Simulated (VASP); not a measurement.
# SnO2 (Pbcn) in VASP: a series of runs

Aim: see how the results for SnO2 move with the level of theory and the settings. Levels: PBE, revPBE. Tasks: electric field gradients.

Program: VASP 6.6.1. These are calculated values, not measurements. Logs are shortened: lines on timing, memory, paths and dates and some standing lists are left out, and cuts for length are marked.

## 1. The cell of the first run

Symmetry: Pbcn, No. 60, orthorhombic system. Conventional cell: a = 4.735 Å, b = 5.751 Å, c = 5.247 Å, α = 90.00°, β = 90.00°, γ = 90.00°. Within 2.7 Å of Sn (site symmetry 2) lie 6 O at 2.04 to 2.11 Å. O (site symmetry 1) has 3 Sn at 2.04 to 2.11 Å and 1 O at 2.64 Å within 2.7 Å.

## 2. Electric field gradients, PBE

Input file INCAR:

```
ALGO = Normal ; EDIFF = 1E-8
ENCUT = 520 ; GGA = PE
ISIF = 2 ; ISMEAR = -1
LASPH = True ; LCHARG = False
LEFG = True ; LREAL = False
LWAVE = False ; NBANDS = 64
NELM = 100 ; PREC = Accurate
SIGMA = 0.02
```

Input file KPOINTS:

```
k-points
0
Gamma
  5 4 5
```

Input file POSCAR:

```
SnO2
1.0
    4.7351461700      0.0000000000      0.0000000000
    0.0000000000      5.7509122300      0.0000000000
    0.0000000000      0.0000000000      5.2471142500
Sn O
4 8
Direct
    0.5000000000      0.6654477500      0.7500000000
    0.0000000000      0.8345522500      0.2500000000
    0.5000000000      0.3345522500      0.2500000000
    0.0000000000      0.1654477500      0.7500000000
    0.7303050400      0.6071234700      0.0786035800
    0.2303050400      0.8928765300      0.9213964200
    0.7696949600      0.8928765300      0.5786035800
    0.2696949600      0.6071234700      0.4213964200
    0.7303050400      0.3928765300      0.5786035800
    0.2303050400      0.1071234700      0.4213964200
    0.7696949600      0.1071234700      0.0786035800
    0.2696949600      0.3928765300      0.9213964200
```

Potentials or basis: VASP PAW PBE potentials, release 64 (Sn_d, O).

Run with:

```sh
cat potpaw_PBE.64/Sn_d/POTCAR potpaw_PBE.64/O/POTCAR > POTCAR
mpirun -np 1 vasp_std > vasp.out
```

OUTCAR:

```text
EDIFF = 1E-8
   ENCUT = 520
   GGA = PE
   ISIF = 2
   ISMEAR = -1
   LASPH = True
   LREAL = False
   NELM = 100
   PREC = Accurate

 ion  position               nearest neighbor table
   1  0.500  0.665  0.750-   6 2.04   7 2.04   5 2.07   8 2.07   9 2.11  12 2.11   3 3.24   3 3.24
                             2 3.67   2 3.67   2 3.67   2 3.67   4 3.72   4 3.72   4 3.72   4 3.72
   2  0.000  0.835  0.250-   5 2.04   8 2.04   7 2.07   6 2.07  10 2.11  11 2.11   4 3.24   4 3.24
                             1 3.67   1 3.67   1 3.67   1 3.67   3 3.72   3 3.72   3 3.72   3 3.72
   3  0.500  0.335  0.250-  10 2.04  11 2.04   9 2.07  12 2.07   5 2.11   8 2.11   1 3.24   1 3.24
                             4 3.67   4 3.67   4 3.67   4 3.67   2 3.72   2 3.72   2 3.72   2 3.72
   4  0.000  0.165  0.750-   9 2.04  12 2.04  11 2.07  10 2.07   6 2.11   7 2.11   2 3.24   2 3.24
                             3 3.67   3 3.67   3 3.67   3 3.67   1 3.72   1 3.72   1 3.72   1 3.72
   5  0.730  0.607  0.079-   2 2.04   1 2.07   3 2.11
   6  0.230  0.893  0.921-   1 2.04   2 2.07   4 2.11
   7  0.770  0.893  0.579-   1 2.04   2 2.07   4 2.11
   8  0.270  0.607  0.421-   2 2.04   1 2.07   3 2.11
   9  0.730  0.393  0.579-   4 2.04   3 2.07   1 2.11
  10  0.230  0.107  0.421-   3 2.04   4 2.07   2 2.11
  11  0.770  0.107  0.079-   3 2.04   4 2.07   2 2.11
  12  0.270  0.393  0.921-   4 2.04   3 2.07   1 2.11

  LATTYP: Found a simple orthorhombic cell.
 ALAT       =     4.7351461700
 B/A-ratio  =     1.1081208608
 C/A-ratio  =     1.2145163050

  Lattice vectors:

 A1 = (  -4.7351461700,   0.0000000000,   0.0000000000)
 A2 = (   0.0000000000,   0.0000000000,   5.2471142500)
 A3 = (   0.0000000000,   5.7509122300,   0.0000000000)

Analysis of symmetry for initial positions (statically):
=====================================================================
 Subroutine PRICEL returns:
 Original cell was already a primitive cell.

 Routine SETGRP: Setting up the symmetry group for a
 simple orthorhombic supercell.

 Subroutine GETGRP returns: Found  8 space group operations
 (whereof  2 operations were pure point group operations)
 out of a pool of  8 trial point group operations.

The static configuration has the point symmetry S_2 .
 The point group associated with its full space group is D_2h.

Analysis of symmetry for dynamics (positions and initial velocities):
=====================================================================
 Subroutine PRICEL returns:
 Original cell was already a primitive cell.

 Routine SETGRP: Setting up the symmetry group for a
 simple orthorhombic supercell.

 Subroutine GETGRP returns: Found  8 space group operations
 (whereof  2 operations were pure point group operations)
 out of a pool of  8 trial point group operations.

The dynamic configuration has the point symmetry S_2 .
 The point group associated with its full space group is D_2h.

 Subroutine INISYM returns: Found  8 space group operations
 (whereof  2 operations are pure point group operations),
 and found     1 'primitive' translations

----------------------------------------------------------------------------------------

                                     Primitive cell

  volume of cell :     142.8863

  direct lattice vectors                    reciprocal lattice vectors
     4.735146170  0.000000000  0.000000000     0.211186722  0.000000000  0.000000000
     0.000000000  5.750912230  0.000000000     0.000000000  0.173885457  0.000000000
     0.000000000  0.000000000  5.247114250     0.000000000  0.000000000  0.190580946

  length of vectors
     4.735146170  5.750912230  5.247114250     0.211186722  0.173885457  0.190580946

  position of ions in fractional coordinates (direct lattice)
     0.500000000  0.665447750  0.750000000
     0.000000000  0.834552250  0.250000000
     0.500000000  0.334552250  0.250000000
     0.000000000  0.165447750  0.750000000
     0.730305040  0.607123470  0.078603580
     0.230305040  0.892876530  0.921396420
     0.769694960  0.892876530  0.578603580
     0.269694960  0.607123470  0.421396420
     0.730305040  0.392876530  0.578603580
     0.230305040  0.107123470  0.421396420
     0.769694960  0.107123470  0.078603580
     0.269694960  0.392876530  0.921396420

  ion indices of the primitive-cell ions
   primitive index   ion index
                 1           1
                 2           2
                 3           3
                 4           4
                 5           5
                 6           6
                 7           7
                 8           8
                 9           9
                10          10
                11          11
                12          12

----------------------------------------------------------------------------------------

 KPOINTS: k-points

Automatic generation of k-mesh.
[... 69 lines left out ...]
   NSW    =      0    number of steps for IOM
   IBRION =     -1    ionic relax: 0-MD 1-quasi-New 2-CG
   NFREE  =      0    steps in history (QN), initial steepest desc. (CG)
   ISIF   =      2    stress and relaxation
   ISYM   =      2    0-nonsym 1-usesym 2-fastsym
   POTIM  = 0.5000    time-step for ionic-motion
   TEBEG  =    0.0;   TEEND  =   0.0 temperature during run
   PSTRESS=    0.0 pullay stress
   NELECT =     104.0000    total number of electrons
   NUPDOWN=      -1.0000    fix difference up-down
   EMIN   =  10.00;   EMAX   =-10.00  energy-range for DOS
   EFERMI =   0.00;   METHOD = LEGACY
   ISMEAR =    -1;   SIGMA  =   0.02  broadening in eV -4-tet -1-fermi 0-gaus
   EFERMI_NEDOS =   21; number of points for ismear=-14 and -15
   IALGO  =     38    algorithm
   IMIX   =      4    mixing-type and parameters
     AMIX     =   0.40;   BMIX     =  1.00
     AMIX_MAG =   1.60;   BMIX_MAG =  1.00
  volume/ion in A,a.u.               =      11.91        80.35
  Fermi-wavevector in a.u.,A,eV,Ry     =   1.472614  2.782838 29.505504  2.168593
  Thomas-Fermi vector in A             =   2.587608
   LORBIT       =      0    0 simple, 1 ext, 2 COOP (PROOUT), +10 PAW based schemes
   GGA     = PE    functional components
   LHFCALC =     F    Hartree Fock is set to
   AEXX    =    0.0000 exact exchange contribution
   IVDW    =     0    specifies the selected vdW correction
   LEPSILON=     F    determine dielectric tensor
   LRPA    =     F    only Hartree local field effects (RPA)
 non-spin polarized calculation
  energy-cutoff  :      520.00
  volume of cell :      142.89
 maximum number of plane-waves:      3879
 NGX is ok and might be reduce to    36
   NGX = 17   NGY = 21   NGZ = 19

 number of electron     103.9999989 magnetization

 Free energy of the ion-electron system (eV)
  ---------------------------------------------------
  ext. energy  EPLUGINS =         0.00000000
  ---------------------------------------------------
  free energy    TOTEN  =       -74.27019804 eV

  energy without entropy =      -74.27019804  energy(sigma->0) =      -74.27019804

 E-fermi :   6.3633     XC(G=0): -11.3027

 val. band max:        5.8591861062   @ k =   0.4000   0.0000   0.0000
 cond. band min:       7.2101925518   @ k =   0.0000   0.0000   0.0000
 fundamental gap:      1.3510064456
 Fermi energy:         6.3633315170

 k-point     1 :       0.0000    0.0000    0.0000
  band No.  band energies     occupation
      1     -14.8067      2.00000
      2     -14.6684      2.00000
      3     -14.5881      2.00000
      4     -14.2946      2.00000
      5     -14.1707      2.00000
      6     -14.0013      2.00000
[... 1597 lines left out ...]
     63      16.9050      0.00000
     64      17.2042      0.00000

 [... further k-points ...]

------------------------ aborting loop because EDIFF is reached ----------------------------------------

  FORCE on cell =-STRESS in cart. coord.  units (eV):
  Direction    XX          YY          ZZ          XY          YZ          ZX
  --------------------------------------------------------------------------------------
  -------------------------------------------------------------------------------------
  Total        6.5063617      6.7889826      7.1473150      0.0000000      0.0000000      0.0000000
  in kB       72.9555163     76.1245308     80.1424941      0.0000000      0.0000000      0.0000000
  external PRESSURE =      76.4075137 kB  Pullay stress =       0.0000000 kB

 VOLUME and BASIS-vectors are now :
 -----------------------------------------------------------------------------
  energy-cutoff  :      520.00
  volume of cell :      142.89
      direct lattice vectors                 reciprocal lattice vectors
     4.735146170  0.000000000  0.000000000     0.211186722  0.000000000  0.000000000
     0.000000000  5.750912230  0.000000000     0.000000000  0.173885457  0.000000000
     0.000000000  0.000000000  5.247114250     0.000000000  0.000000000  0.190580946

 POSITION                                       TOTAL-FORCE (eV/Angst)
 -----------------------------------------------------------------------------------
      2.36757      3.82693      3.93534        -0.000000      0.061902     -0.000000
      0.00000      4.79944      1.31178        -0.000000     -0.061902     -0.000000
      2.36757      1.92398      1.31178        -0.000000     -0.061902     -0.000000
      0.00000      0.95148      3.93534        -0.000000      0.061902     -0.000000
      3.45810      3.49151      0.41244         0.071119     -0.065316     -0.018370
      1.09053      5.13485      4.83467         0.071119      0.065316      0.018370
      3.64462      5.13485      3.03600        -0.071119      0.065316     -0.018370
      1.27705      3.49151      2.21112        -0.071119     -0.065316      0.018370
      3.45810      2.25940      3.03600         0.071119      0.065316     -0.018370
      1.09053      0.61606      2.21112         0.071119     -0.065316      0.018370
      3.64462      0.61606      0.41244        -0.071119     -0.065316     -0.018370
      1.27705      2.25940      4.83467        -0.071119      0.065316      0.018370
 -----------------------------------------------------------------------------------
    total drift:                               -0.000000      0.000000      0.000000

  FREE ENERGIE OF THE ION-ELECTRON SYSTEM (eV)
  ---------------------------------------------------
  free  energy   TOTEN  =       -74.2701980362 eV

  energy  without entropy=      -74.2701980362  energy(sigma->0) =      -74.27019804

 Electric field gradients (V/A^2)
---------------------------------------------------------------------
 ion       V_xx      V_yy      V_zz      V_xy      V_xz      V_yz
---------------------------------------------------------------------
   1       0.814    21.557   -22.371     0.000    12.741     0.000
   2       0.814    21.557   -22.371    -0.000   -12.741    -0.000
   3       0.814    21.557   -22.371    -0.000    12.741     0.000
   4       0.814    21.557   -22.371     0.000   -12.741    -0.000
   5     -16.856    -1.965    18.822    66.679    60.478   -22.250
   6     -16.856    -1.965    18.822   -66.679   -60.478   -22.250
   7     -16.856    -1.965    18.822    66.679   -60.478    22.250
   8     -16.856    -1.965    18.822   -66.679    60.478    22.250
   9     -16.856    -1.965    18.822   -66.679    60.478    22.250
  10     -16.856    -1.965    18.822    66.679   -60.478    22.250
  11     -16.856    -1.965    18.822   -66.679   -60.478   -22.250
  12     -16.856    -1.965    18.822    66.679    60.478   -22.250
---------------------------------------------------------------------

 Electric field gradients after diagonalization (V/A^2)
 (convention: |V_zz| > |V_xx| > |V_yy|)
----------------------------------------------------------------------
 ion       V_xx      V_yy      V_zz     asymmetry (V_yy - V_xx)/ V_zz
----------------------------------------------------------------------
   1      21.557     6.446   -28.003       0.540
   2      21.557     6.446   -28.003       0.540
   3      21.557     6.446   -28.003       0.540
   4      21.557     6.446   -28.003       0.540
   5      75.017    31.042  -106.059       0.415
   6      75.017    31.042  -106.059       0.415
   7      75.017    31.042  -106.059       0.415
   8      75.017    31.042  -106.059       0.415
   9      75.017    31.042  -106.059       0.415
  10      75.017    31.042  -106.059       0.415
  11      75.017    31.042  -106.059       0.415
  12      75.017    31.042  -106.059       0.415
----------------------------------------------------------------------

           NMR quadrupolar parameters

 Cq : quadrupolar parameter    Cq=e*Q*V_zz/h
 eta: asymmetry parameters     (V_yy - V_xx)/ V_zz
 Q  : nuclear electric quadrupole moment in mb (millibarn)
----------------------------------------------------------------------
 ion       Cq(MHz)       eta       Q (mb)
----------------------------------------------------------------------
   1      -0.068       0.540       1.000
   2      -0.068       0.540       1.000
   3      -0.068       0.540       1.000
   4      -0.068       0.540       1.000
   5      -0.256       0.415       1.000
   6      -0.256       0.415       1.000
   7      -0.256       0.415       1.000
   8      -0.256       0.415       1.000
   9      -0.256       0.415       1.000
  10      -0.256       0.415       1.000
  11      -0.256       0.415       1.000
  12      -0.256       0.415       1.000
----------------------------------------------------------------------
```

Wall time 3.1 min (1 thread of Intel Xeon 6975P-C (Granite Rapids), shared host); peak memory 0.36 GiB.

Results:

```
Free energy                             : -74.2702 eV
Pressure                                : 7.6 GPa
Largest force                           : 0.098 eV/Å
Band gap on the k mesh                  : 1.35 eV (least direct gap 1.37 eV)
Largest electric field gradient by atom : Sn -28.0; O -106.1 V/Å²
```

Forces on the atoms (eV/Å):
```
Sn   0.000  0.062  0.000
Sn   0.000 -0.062  0.000
Sn   0.000 -0.062  0.000
Sn   0.000  0.062  0.000
O    0.071 -0.065 -0.018
O    0.071  0.065  0.018
O   -0.071  0.065 -0.018
O   -0.071 -0.065  0.018
O    0.071  0.065 -0.018
O    0.071 -0.065  0.018
O   -0.071 -0.065 -0.018
O   -0.071  0.065  0.018
```

Electric field gradients, principal values (V/Å²):
```csv
atom,least,middle,greatest (by size)
1 Sn,6.446,21.557,-28.003
2 Sn,6.446,21.557,-28.003
3 Sn,6.446,21.557,-28.003
4 Sn,6.446,21.557,-28.003
5 O,31.042,75.017,-106.059
6 O,31.042,75.017,-106.059
7 O,31.042,75.017,-106.059
8 O,31.042,75.017,-106.059
9 O,31.042,75.017,-106.059
10 O,31.042,75.017,-106.059
11 O,31.042,75.017,-106.059
12 O,31.042,75.017,-106.059
```

Caveat: the cell stands under pressure; without QUAD_EFG the Cq values of the log hold for a quadrupole moment of 1 mb, not for the nuclei; spin-orbit coupling is left out, which moves the levels of the heavy elements; an odd mesh through Γ misses points on the zone boundary, where band edges can lie.

[end of part 1 of 2]
